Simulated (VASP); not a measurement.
Here is a VASP 6.6.1 calculation.

File INCAR:

```
  PREC = Accurate
  ENCUT = 520
  EDIFF = 1E-7
  ISMEAR = 0
  SIGMA = 0.1
  LREAL = F
  LASPH = T
  NELM = 100
  ALGO = Normal
  ISIF = 2
  LWAVE = F
  LCHARG = F
  GGA = PE
  NBANDS = 40
```

Contents of KPOINTS:

```
Automatic mesh
0
Gamma
  10 10 6
```

POSCAR

```
Ga2P
1.0
    3.7150013646      0.0000000000      0.0000000000
    0.0000000000      3.7150013646      0.0000000000
    0.0000000000      0.0000000000      7.8684087281
Ga P
4 2
Direct
    0.5000000000      0.5000000000      0.0000000000
    0.0000000000      0.0000000000      0.0000000000
    0.5000000000      0.0000000000      0.3623040849
    0.0000000000      0.5000000000      0.6376959151
    0.5000000000      0.0000000000      0.6827777705
    0.0000000000      0.5000000000      0.3172222295
```

Potentials or basis: VASP PAW PBE potentials, release 64 (Ga_d, P).

The run is started by

```sh
$ cat potpaw_PBE.64/Ga_d/POTCAR potpaw_PBE.64/P/POTCAR > POTCAR
$ mpirun -np 1 vasp_std > vasp.out
```

**Question.** What does it give for the pressure?

**Answer.** 0.1 GPa.

**Question.** Estimate the band gap on the k mesh.

**Answer.** Zero (bands 31 and 32 overlap by 5.91 eV).

**Question.** Estimate the largest force.

**Answer.** 0.008 eV/Å.

Stress tensor (GPa, compression positive):
```
0.14 0.00 0.00
0.00 0.14 0.00
0.00 0.00 0.01
```
